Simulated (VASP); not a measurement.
SiC, 2 atoms in the cell. Symmetry: F-43m, No. 216, cubic system. The conventional cell has a = 4.239 Å, b = 4.239 Å, c = 4.239 Å, α = 90.00°, β = 90.00°, γ = 90.00°. Within 2.4 Å of Si (site symmetry -43m) lie 4 C at 1.84 Å. C (site symmetry -43m) has 4 Si at 1.84 Å within 2.4 Å. 

| Item | Value |
| --- | --- |
| Program | VASP 6.6.1 |
| Task | single point |
| Functional | PBE |
| Potentials or basis | VASP PAW PBE potentials, release 64 (Si, C) |
| Cutoff | 600 eV |
| k mesh | 6 × 6 × 6 |
| Occupations | gaussian, width 0.01 eV |
| Spin | no spin polarisation |
| Dipole correction | no |
| Further INCAR settings | ALGO = Normal; EDIFF = 1e-06; NBANDS = 11 |

Potentials or basis: VASP PAW PBE potentials, release 64 (Si, C).

Launch:

```bash
$ cat potpaw_PBE.64/Si/POTCAR potpaw_PBE.64/C/POTCAR > POTCAR
$ mpirun -np 1 vasp_std > vasp.out
```

Hardware: 1 thread of Intel Xeon 8259CL, with other jobs on the host.

Task: Estimate the wall time of this run.

Result: Wall time 5.5 s on 1 thread of Intel Xeon 8259CL, with other jobs on the host, peak memory 0.13 GiB. Counts: scf iterations 12, k points 16.
